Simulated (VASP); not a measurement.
# Si2C3 (R-3m) in VASP: single point with PBE

Aim: the single point of Si2C3 with PBE.

All numbers are computed with VASP 6.6.1; they aren't measurements. Logs are shortened: lines on timing, memory, paths and dates and some standing lists are left out, and cuts for length are marked.

## 1. The cell of the first run

Symmetry: R-3m, No. 166, trigonal system. The conventional cell has a = 6.002 Å, b = 6.002 Å, c = 5.225 Å, α = 90.00°, β = 90.00°, γ = 120.00°. Si (site symmetry 3m) has 3 C at 1.83 Å and 1 Si at 2.33 Å within 2.4 Å. Within 2.4 Å of C (site symmetry 2/m) lie 2 Si at 1.83 Å.

## 2. Single point, PBE

INCAR reads:

```
SYSTEM = Si2C3
ALGO = Normal ; EDIFF = 1E-6
ENCUT = 600 ; GGA = PE
GGA_COMPAT = .FALSE. ; ISIF = 2
ISMEAR = 0 ; LASPH = .TRUE.
LCHARG = .TRUE. ; LELF = .TRUE.
LREAL = .FALSE. ; LVHAR = .TRUE.
LWAVE = .FALSE. ; NBANDS = 18
NELM = 120 ; PREC = Accurate
SIGMA = 0.2
```

KPOINTS reads:

```
k-points
0
G
  4 4 4
  0 0 0
```

POSCAR reads:

```
Si2C3
1.0
    3.0008866211      1.7325626974      1.7415779298
   -3.0008866211      1.7325626974      1.7415779298
    0.0000000000     -3.4651253981      1.7415779264
Si C
2 3
Direct
    0.7226912763      0.7226912763      0.7226912763
    0.2773087237      0.2773087237      0.2773087237
    0.0000000000      0.5000000000      0.0000000000
    0.0000000000      0.0000000000      0.5000000000
    0.5000000000      0.0000000000      0.0000000000
```

Potentials or basis: VASP PAW PBE potentials, release 64 (Si, C).

Command:

```
cat potpaw_PBE.64/Si/POTCAR potpaw_PBE.64/C/POTCAR > POTCAR
mpirun -np 1 vasp_std > vasp.out
```

OUTCAR:

```text
SYSTEM = Si2C3
   EDIFF = 1E-6
   ENCUT = 600
   GGA = PE
   ISIF = 2
   ISMEAR = 0
   LASPH = .TRUE.
   LREAL = .FALSE.
   NELM = 120
   PREC = Accurate

 ion  position               nearest neighbor table
   1  0.723  0.723  0.723-   3 1.83   5 1.83   4 1.83   2 2.33   2 2.90
   2  0.277  0.277  0.277-   3 1.83   5 1.83   4 1.83   1 2.33   1 2.90
   3  0.000  0.500  0.000-   1 1.83   2 1.83
   4  0.000  0.000  0.500-   1 1.83   2 1.83
   5  0.500  0.000  0.000-   1 1.83   2 1.83

  LATTYP: Found a trigonal (rhomboedric) cell.
 ALAT       =     3.8781680854
 COS(alpha) =    -0.1975010809

  Lattice vectors:

 A1 = (   3.0008866211,   1.7325626974,   1.7415779298)
 A2 = (  -3.0008866211,   1.7325626974,   1.7415779298)
 A3 = (   0.0000000000,  -3.4651253981,   1.7415779264)

Analysis of symmetry for initial positions (statically):
=====================================================================
 Subroutine PRICEL returns:
 Original cell was already a primitive cell.

 Routine SETGRP: Setting up the symmetry group for a
 trigonal (rhombohedral) supercell.

 Subroutine GETGRP returns: Found 12 space group operations
 (whereof 12 operations were pure point group operations)
 out of a pool of 12 trial point group operations.

The static configuration has the point symmetry D_3d.

Analysis of symmetry for dynamics (positions and initial velocities):
=====================================================================
 Subroutine PRICEL returns:
 Original cell was already a primitive cell.

 Routine SETGRP: Setting up the symmetry group for a
 trigonal (rhombohedral) supercell.

 Subroutine GETGRP returns: Found 12 space group operations
 (whereof 12 operations were pure point group operations)
 out of a pool of 12 trial point group operations.

The dynamic configuration has the point symmetry D_3d.

 Subroutine INISYM returns: Found 12 space group operations
 (whereof 12 operations are pure point group operations),
 and found     1 'primitive' translations

----------------------------------------------------------------------------------------

                                     Primitive cell

  volume of cell :      54.3291

  direct lattice vectors                    reciprocal lattice vectors
     3.000886621  1.732562697  1.741577930     0.166617424  0.096196615  0.191397312
    -3.000886621  1.732562697  1.741577930    -0.166617424  0.096196615  0.191397312
     0.000000000 -3.465125398  1.741577926     0.000000000 -0.192393230  0.191397311

  length of vectors
     3.878168085  3.878168085  3.878168085     0.271381808  0.271381808  0.271381808

  position of ions in fractional coordinates (direct lattice)
     0.722691276  0.722691276  0.722691276
     0.277308724  0.277308724  0.277308724
     0.000000000  0.500000000  0.000000000
     1.000000000  1.000000000  0.500000000
     0.500000000  0.000000000  0.000000000

  ion indices of the primitive-cell ions
   primitive index   ion index
                 1           1
                 2           2
                 3           3
                 4           4
                 5           5

----------------------------------------------------------------------------------------

 KPOINTS: k-points

Automatic generation of k-mesh.
 Grid dimensions read from file:
 generate k-points for:    4    4    4

 Generating k-lattice:

  Cartesian coordinates                     Fractional coordinates (reciprocal lattice)
     0.041654356  0.024049154  0.047849328     0.250000000  0.000000000 -0.000000000
    -0.041654356  0.024049154  0.047849328     0.000000000  0.250000000 -0.000000000
     0.000000000 -0.048098307  0.047849328     0.000000000  0.000000000  0.250000000

  Length of vectors
     0.067845452  0.067845452  0.067845452

  Shift w.r.t. Gamma in fractional coordinates (k-lattice)
     0.000000000  0.000000000  0.000000000

 Subroutine IBZKPT returns following result:
 ===========================================

 Found     13 irreducible k-points:

 Following reciprocal coordinates:
            Coordinates               Weight
  0.000000  0.000000  0.000000      1.000000
  0.250000  0.000000  0.000000      6.000000
  0.500000  0.000000  0.000000      3.000000
  0.250000  0.250000  0.000000      6.000000
  0.500000  0.250000  0.000000     12.000000
 -0.250000  0.250000  0.000000      6.000000
  0.500000  0.500000  0.000000      3.000000
  0.250000  0.250000  0.250000      2.000000
  0.500000  0.250000  0.250000      6.000000
 -0.250000  0.250000  0.250000      6.000000
  0.500000  0.500000  0.250000      6.000000
 -0.250000  0.500000  0.250000      6.000000
  0.500000  0.500000  0.500000      1.000000
   k-points           NKPTS =     13   k-points in BZ     NKDIM =     13   number of bands    NBANDS=     18
   number of dos      NEDOS =    301   number of ions     NIONS =      5
   total plane-waves  NPLWV =  32768
   dimension x,y,z NGX =    32 NGY =   32 NGZ =   32
   dimension x,y,z NGXF=    64 NGYF=   64 NGZF=   64
   ions per type =               2   3
   NGX,Y,Z   is equivalent  to a cutoff of  13.72, 13.72, 13.72 a.u.
   NGXF,Y,Z  is equivalent  to a cutoff of  27.43, 27.43, 27.43 a.u.
 SYSTEM =  Si2C3
   PREC   = accura    normal or accurate (medium, high low for compatibility)
   ISTART =      0    job   : 0-new  1-cont  2-samecut
   ICHARG =      2    charge: 1-file 2-atom 10-const
   ISPIN  =      1    spin polarized calculation?
   LNONCOLLINEAR =      F non collinear calculations
   LSORBIT =      F    spin-orbit coupling
   LASPH  =      T    aspherical Exc in radial PAW
   ENCUT  =  600.0 eV  44.10 Ry    6.64 a.u.   7.75  7.75  7.75*2*pi/ulx,y,z
   NELM   =    120;   NELMIN=  2; NELMDL= -5     # of ELM steps
   EDIFF  = 0.1E-05   stopping-criterion for ELM
   LREAL  =      F    real-space projection
   EDIFFG = 0.1E-04   stopping-criterion for IOM
   NSW    =      0    number of steps for IOM
   IBRION =     -1    ionic relax: 0-MD 1-quasi-New 2-CG
   NFREE  =      0    steps in history (QN), initial steepest desc. (CG)
   ISIF   =      2    stress and relaxation
   ISYM   =      2    0-nonsym 1-usesym 2-fastsym
   POTIM  = 0.5000    time-step for ionic-motion
   TEBEG  =    0.0;   TEEND  =   0.0 temperature during run
   PSTRESS=    0.0 pullay stress
   NELECT =      20.0000    total number of electrons
   NUPDOWN=      -1.0000    fix difference up-down
   EMIN   =  10.00;   EMAX   =-10.00  energy-range for DOS
   EFERMI =   0.00;   METHOD = LEGACY
   ISMEAR =     0;   SIGMA  =   0.20  broadening in eV -4-tet -1-fermi 0-gaus
   EFERMI_NEDOS =   21; number of points for ismear=-14 and -15
   IALGO  =     38    algorithm
   IMIX   =      4    mixing-type and parameters
     AMIX     =   0.40;   BMIX     =  1.00
     AMIX_MAG =   1.60;   BMIX_MAG =  1.00
  volume/ion in A,a.u.               =      10.87        73.33
  Fermi-wavevector in a.u.,A,eV,Ry     =   1.173295  2.217206 18.730071  1.376621
  Thomas-Fermi vector in A             =   2.309710
   LORBIT       =      0    0 simple, 1 ext, 2 COOP (PROOUT), +10 PAW based schemes
   GGA     = PE    functional components
   LHFCALC =     F    Hartree Fock is set to
   AEXX    =    0.0000 exact exchange contribution
   IVDW    =     0    specifies the selected vdW correction
   LEPSILON=     F    determine dielectric tensor
   LRPA    =     F    only Hartree local field effects (RPA)
 non-spin polarized calculation
 Gauss-broadening in eV      SIGMA  =   0.20
  energy-cutoff  :      600.00
  volume of cell :       54.33
 maximum number of plane-waves:      1825
 NGX is ok and might be reduce to    32
   NGX = 15   NGY = 15   NGZ = 15

 number of electron      20.0000001 magnetization

 Free energy of the ion-electron system (eV)
  ---------------------------------------------------
  ext. energy  EPLUGINS =         0.00000000
  ---------------------------------------------------
  free energy    TOTEN  =       -31.15550969 eV

  energy without entropy =      -31.12319601  energy(sigma->0) =      -31.13935285

 E-fermi :   7.0298     XC(G=0): -11.1367

 val. band max:        7.0011506633   @ k =   0.5000   0.0000   0.0000
 cond. band min:       7.0527987498   @ k =   0.2500   0.2500   0.2500
 fundamental gap:      0.0516480865
 Fermi energy:         7.0297889863

 k-point     1 :       0.0000    0.0000    0.0000
  band No.  band energies     occupation
      1      -8.4590      2.00000
      2      -1.7928      2.00000
      3      -1.7928      2.00000
      4      -0.6734      2.00000
      5       2.4671      2.00000
      6       2.4671      2.00000
[... 10 lines left out ...]
     17      15.5186      0.00000
     18      15.5186      0.00000

 k-point     2 :       0.2500    0.0000    0.0000
  band No.  band energies     occupation
      1      -7.9203      2.00000
      2      -3.6291      2.00000
      3      -1.8134      2.00000
      4      -0.5886      2.00000
      5       1.9248      2.00000
      6       2.4687      2.00000
[... 10 lines left out ...]
     17      13.5618      0.00000
     18      15.1595      0.00000

 k-point     3 :       0.5000    0.0000    0.0000
  band No.  band energies     occupation
      1      -6.7842      2.00000
      2      -5.5898      2.00000
      3      -1.8246      2.00000
      4      -0.5049      2.00000
      5       1.2712      2.00000
      6       2.3568      2.00000
[... 10 lines left out ...]
     17      15.5163      0.00000
     18      15.5667      0.00000

 k-point     4 :       0.2500    0.2500    0.0000
  band No.  band energies     occupation
      1      -7.1672      2.00000
      2      -3.8474      2.00000
      3      -3.6807      2.00000
      4      -1.0032      2.00000
      5       2.0282      2.00000
      6       3.0430      2.00000
[... 144 lines left out ...]
      4      -1.5669      2.00000
      5       0.2258      2.00000
      6       1.5804      2.00000
[... 10 lines left out ...]
     17      15.7726      0.00000
     18      16.8742      0.00000

 k-point    12 :      -0.2500    0.5000    0.2500
  band No.  band energies     occupation
      1      -6.0030      2.00000
      2      -4.9665      2.00000
      3      -3.3499      2.00000
      4      -0.8062      2.00000
      5       0.9848      2.00000
      6       1.8229      2.00000
[... 10 lines left out ...]
     17      15.9344      0.00000
     18      16.0423      0.00000

 k-point    13 :       0.5000    0.5000    0.5000
  band No.  band energies     occupation
      1      -4.3129      2.00000
      2      -4.3129      2.00000
      3      -3.7960      2.00000
      4      -3.0355      2.00000
      5       0.3506      2.00000
      6       0.3506      2.00000
[... 10 lines left out ...]
     17      15.8664      0.00000
     18      15.8665      0.00000

------------------------ aborting loop because EDIFF is reached ----------------------------------------

  FORCE on cell =-STRESS in cart. coord.  units (eV):
  Direction    XX          YY          ZZ          XY          YZ          ZX
  --------------------------------------------------------------------------------------
  -------------------------------------------------------------------------------------
  Total       -0.1538013     -0.1538013     -0.1579971     -0.0000000     -0.0000000     -0.0000000
  in kB       -4.5356338     -4.5356338     -4.6593667     -0.0000000     -0.0000000     -0.0000000
  external PRESSURE =      -4.5768781 kB  Pullay stress =       0.0000000 kB

 VOLUME and BASIS-vectors are now :
 -----------------------------------------------------------------------------
  energy-cutoff  :      600.00
  volume of cell :       54.33
      direct lattice vectors                 reciprocal lattice vectors
     3.000886621  1.732562697  1.741577930     0.166617424  0.096196615  0.191397312
    -3.000886621  1.732562697  1.741577930    -0.166617424  0.096196615  0.191397312
     0.000000000 -3.465125398  1.741577926     0.000000000 -0.192393230  0.191397311

 POSITION                                       TOTAL-FORCE (eV/Angst)
 -----------------------------------------------------------------------------------
      0.00000     -0.00000      3.77587        -0.000000      0.000000     -0.001495
      0.00000     -0.00000      1.44886        -0.000000     -0.000000      0.001495
     -1.50044      0.86628      0.87079         0.000000      0.000000     -0.000000
      0.00000     -1.73256      0.87079        -0.000000     -0.000000      0.000000
      1.50044      0.86628      0.87079        -0.000000     -0.000000      0.000000
 -----------------------------------------------------------------------------------
    total drift:                               -0.000000      0.000000     -0.000000

  FREE ENERGIE OF THE ION-ELECTRON SYSTEM (eV)
  ---------------------------------------------------
  free  energy   TOTEN  =       -31.1555096885 eV

  energy  without entropy=      -31.1231960126  energy(sigma->0) =      -31.13935285
```

It took 10 s on 1 thread of Intel Xeon Platinum 8375C at 2.90GHz (Ice Lake), shared host; peak memory 0.17 GiB.

Results:

* Free energy: -31.1555 eV
* Pressure: -0.5 GPa
* Band gap on the k mesh: zero (band 10 reaches 7.05 eV, above the bottom of band 11 at 7.00 eV)

Caveat: the k points lie up to 0.43 Å⁻¹ apart.
